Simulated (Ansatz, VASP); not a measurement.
# One calculation of Fe3N, two programs

INCAR

```
SYSTEM = Fe3N
PREC = Accurate
ENCUT = 520
EDIFF = 1E-7
ISMEAR = 1
SIGMA = 0.05
LREAL = .FALSE.
LASPH = .TRUE.
NELM = 100
ALGO = Normal
ISIF = 2
LWAVE = .FALSE.
LCHARG = .FALSE.
NBANDS = 39
```

Contents of KPOINTS:

```
Automatic mesh
0
G
  5 5 5
  0 0 0
```

The input POSCAR:

```
Fe3N
1.0
    4.7160018200      0.0000000000      0.0000000000
   -2.3580009100      4.0841773800      0.0000000000
    0.0000000000      0.0000000000      4.3940000000
Fe N
6 2
Direct
    0.0000000000      0.6665500000      0.0000000000
    0.3334500000      0.3334500000      0.0000000000
    0.6665500000      0.0000000000      0.0000000000
    0.3334500000      0.0000000000      0.5000000000
    0.6665500000      0.6665500000      0.5000000000
    0.0000000000      0.3334500000      0.5000000000
    0.3333333300      0.6666666700      0.2500000000
    0.6666666700      0.3333333300      0.7500000000
```

Input for Ansatz:

```yaml
crystal:
  lattice:
    - [4.71600182, 0.0, 0.0]
    - [-2.35800091, 4.08417738, 0.0]
    - [0.0, 0.0, 4.394]
  atoms:
    - { symbol: Fe, position: [0.0, 0.66655, 0.0] }
    - { symbol: Fe, position: [0.33345, 0.33345, 0.0] }
    - { symbol: Fe, position: [0.66655, 0.0, 0.0] }
    - { symbol: Fe, position: [0.33345, 0.0, 0.5] }
    - { symbol: Fe, position: [0.66655, 0.66655, 0.5] }
    - { symbol: Fe, position: [0.0, 0.33345, 0.5] }
    - { symbol: "N", position: [0.33333333, 0.66666667, 0.25] }
    - { symbol: "N", position: [0.66666667, 0.33333333, 0.75] }
hamiltonian:
  xc: lda
  pseudopotentials: { kind: paw }
basis:
  ecutwfc: 420
kpoints:
  mp_grid: { grid: [5, 5, 5] }
scf:
  occupations: { method: methfessel_paxton, width: 0.05 }
  lower_state_search: "off"
  max_iter: 60
output:
  forces: true
  stress: true
```

Alike in both runs: task single point; functional LDA; k mesh 5 × 5 × 5; occupations methfessel-paxton of order 1, width 0.05 eV; no spin polarisation.

|  | VASP | Ansatz |
| --- | --- | --- |
| version | VASP 6.6.1 | Ansatz 0.2.0 |
| potentials or method | VASP PAW LDA potentials, release 64 (Fe, N), cutoff 520 eV | PAW, plane waves, scalar-relativistic |
| valence electrons in the cell | 58 | 106 |

```tsv
	VASP	Ansatz	Ansatz less VASP
rms of the force components (eV/Å)	0.087	0.113	+0.0254
```

LDA's correlation is that of Perdew and Zunger in VASP and of Perdew and Wang (1992) in Ansatz. Atom by atom the forces differ by 0.025 eV/Å (rms over components). VASP's potentials hold 58 valence electrons a cell and Ansatz's 106, so a difference there can come from the potentials and not from the codes.
